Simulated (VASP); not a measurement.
Input of a VASP 6.6.1 run:

The input INCAR:

```
SYSTEM = PbF2
PREC = Accurate
ENCUT = 520
EDIFF = 1E-8
ISMEAR = -1
SIGMA = 0.02
LREAL = .FALSE.
LASPH = .TRUE.
NELM = 100
ALGO = Normal
ISIF = 2
LWAVE = .FALSE.
LCHARG = .FALSE.
GGA = PE
LEFG = .TRUE.
NBANDS = 68
```

KPOINTS

```
Automatic mesh
0
Gamma
  3 5 3
  0.5 0.5 0.5
```

Contents of POSCAR:

```
PbF2
1.0
    6.4400000000      0.0000000000      0.0000000000
    0.0000000000      3.8990000000      0.0000000000
    0.0000000000      0.0000000000      7.6510000000
Pb F
4 8
Direct
    0.2527000000      0.2500000000      0.1042000000
    0.2473000000      0.7500000000      0.6042000000
    0.7527000000      0.2500000000      0.3958000000
    0.7473000000      0.7500000000      0.8958000000
    0.8623000000      0.2500000000      0.0631000000
    0.6377000000      0.7500000000      0.5631000000
    0.3623000000      0.2500000000      0.4369000000
    0.1377000000      0.7500000000      0.9369000000
    0.4662000000      0.2500000000      0.8457000000
    0.0338000000      0.7500000000      0.3457000000
    0.9662000000      0.2500000000      0.6543000000
    0.5338000000      0.7500000000      0.1543000000
```

Potentials or basis: VASP PAW PBE potentials, release 64 (Pb_d, F).

Launch:

```sh
$ cat potpaw_PBE.64/Pb_d/POTCAR potpaw_PBE.64/F/POTCAR > POTCAR
$ mpirun -np 1 vasp_std > vasp.out
```

Problem. What does it give for the largest force?

Solution. 0.159 eV/Å.

Problem. Estimate the band gap on the k mesh.

Solution. 4.57 eV (least direct gap 4.71 eV).

Electric field gradients, principal values (V/Å²):
```
atom   least  middle  greatest (by size)
1 Pb  21.316  27.309             -48.625
2 Pb  21.316  27.309             -48.625
3 Pb  21.316  27.309             -48.625
4 Pb  21.316  27.309             -48.625
 5 F   7.462  14.827             -22.289
 6 F   7.462  14.827             -22.289
 7 F   7.462  14.827             -22.289
 8 F   7.462  14.827             -22.289
 9 F  -4.779  -9.691              14.470
10 F  -4.779  -9.691              14.470
11 F  -4.779  -9.691              14.470
12 F  -4.779  -9.691              14.470
```

Caveat: without QUAD_EFG the Cq values of the log hold for a quadrupole moment of 1 mb, not for the nuclei; spin-orbit coupling is left out, which moves the levels of the heavy elements; a shifted mesh leaves out Γ, where band edges can lie. As with any semilocal functional, this PBE gap is likely too small.
